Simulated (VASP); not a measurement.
The system is Cd4Se.

```
Cd Se
1.0
     4.19781   -4.25331    0.00000
     4.19781    4.25331    0.00000
     0.00000    0.00000    3.73458
Cd Se
4 1
Direct
  0.32695 0.32695 0.00000
  0.25949 0.74051 0.50000
  0.74051 0.25949 0.50000
  0.67305 0.67305 0.00000
  0.00000 0.00000 0.00000
```

The cell was built from a structure type or drawn by symmetry, and may not be a known phase.

| Quantity | Value |
| --- | --- |
| Program | VASP 6.6.1 |
| Task | relaxation of cell and atoms |
| Functional | PBE |
| Potentials or basis | VASP PAW PBE potentials, release 64 (Cd, Se) |
| Cutoff | 600 eV |
| k mesh | 6 × 6 × 8 |
| Occupations | gaussian, width 0.1 eV |
| Spin | no spin polarisation |

At the start: pressure 0.2 GPa; volume 26.67 Å³/atom.

How do energy, volume and symmetry change on relaxing?

Over 14 steps the energy falls by 3.1 meV/atom and the volume is 26.63 Å³/atom (-0.1 %); space group Cmmm (No. 65, to 0.1 Å) before and after.

The path:
```tsv
step	energy change (eV)	largest force (eV/Å)	pressure (GPa)	volume (Å³)
1	0.0000	0.0826	0.18	133.36
2	-0.0067	0.0548	-0.02	133.94
3	-0.0115	0.0202	-0.33	134.91
4	-0.0137	0.0225	-0.05	133.68
5	-0.0139	0.0311	0.03	133.31
6	-0.0141	0.0272	0.02	133.32
7	-0.0146	0.0168	-0.01	133.33
8	-0.0147	0.0216	-0.06	133.36
9	-0.0147	0.0192	-0.05	133.35
10	-0.0150	0.0140	-0.01	133.20
11	-0.0152	0.0027	0.08	132.81
12	-0.0153	0.0030	0.02	133.07
13	-0.0154	0.0061	-0.02	133.22
14	-0.0154	0.0046	-0.01	133.16
```

Final structure:
```xyz
5
Lattice="4.3303 -4.2115 0.0000 4.3303 4.2115 0.0000 0.0000 0.0000 3.6509" Properties=species:S:1:pos:R:3 pbc="T T T"
Cd    2.7910    0.0000    0.0000
Cd    4.3303    2.0122    1.8254
Cd    4.3303   -2.0122    1.8254
Cd    5.8696    0.0000    0.0000
Se    0.0000    0.0000    0.0000
```
